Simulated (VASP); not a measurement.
Here is a VASP 6.6.1 calculation.

File INCAR:

```
PREC = Accurate ; ENCUT = 600
EDIFF = 1E-6 ; ISMEAR = 0
SIGMA = 0.1 ; LREAL = F
LASPH = T ; NELM = 60
ALGO = Normal ; ISIF = 3
LWAVE = F ; LCHARG = F
GGA = PE ; IBRION = 2
NSW = 90 ; EDIFFG = -0.04
```

File KPOINTS:

```
Automatic mesh
0
Gamma
  6 6 2
```

POSCAR

```
NbPdO2
1.0
    2.7965077584      0.0000000000      0.0000000000
   -1.3982538792      2.4218467606      0.0000000000
    0.0000000000      0.0000000000     12.5158389185
Nb Pd O
2 2 4
Direct
    0.3333333333      0.6666666667      0.7500000000
    0.6666666667      0.3333333333      0.2500000000
    0.0000000000      0.0000000000      0.5000000000
    0.0000000000      0.0000000000      0.0000000000
    0.3333333333      0.6666666667      0.4140000000
    0.6666666667      0.3333333333      0.9140000000
    0.6666666667      0.3333333333      0.5860000000
    0.3333333333      0.6666666667      0.0860000000
```

Potentials or basis: VASP PAW PBE potentials, release 64 (Nb_sv, Pd, O).

Command:

```sh
$ cat potpaw_PBE.64/Nb_sv/POTCAR potpaw_PBE.64/Pd/POTCAR potpaw_PBE.64/O/POTCAR > POTCAR
$ mpirun -np 1 vasp_std > vasp.out
```

Q: What does it give for the band gap on the k mesh?

A: Zero (bands 35 and 36 overlap by 0.63 eV).

Q: Predict the space group after relaxing (to 0.1 Å).

A: P6_3/mmc (No. 194).

Forces in eV/Å, atoms in the order of the input:
```
Nb   0.000  0.000  0.000
Nb   0.000  0.000  0.000
Pd   0.000  0.000  0.000
Pd   0.000  0.000  0.000
O    0.000  0.000 -0.023
O    0.000  0.000 -0.023
O    0.000  0.000  0.023
O    0.000  0.000  0.023
```

Caveat: the k points lie up to 0.41 Å⁻¹ apart in the final cell, too coarse for converged energies and pressures of a metal.
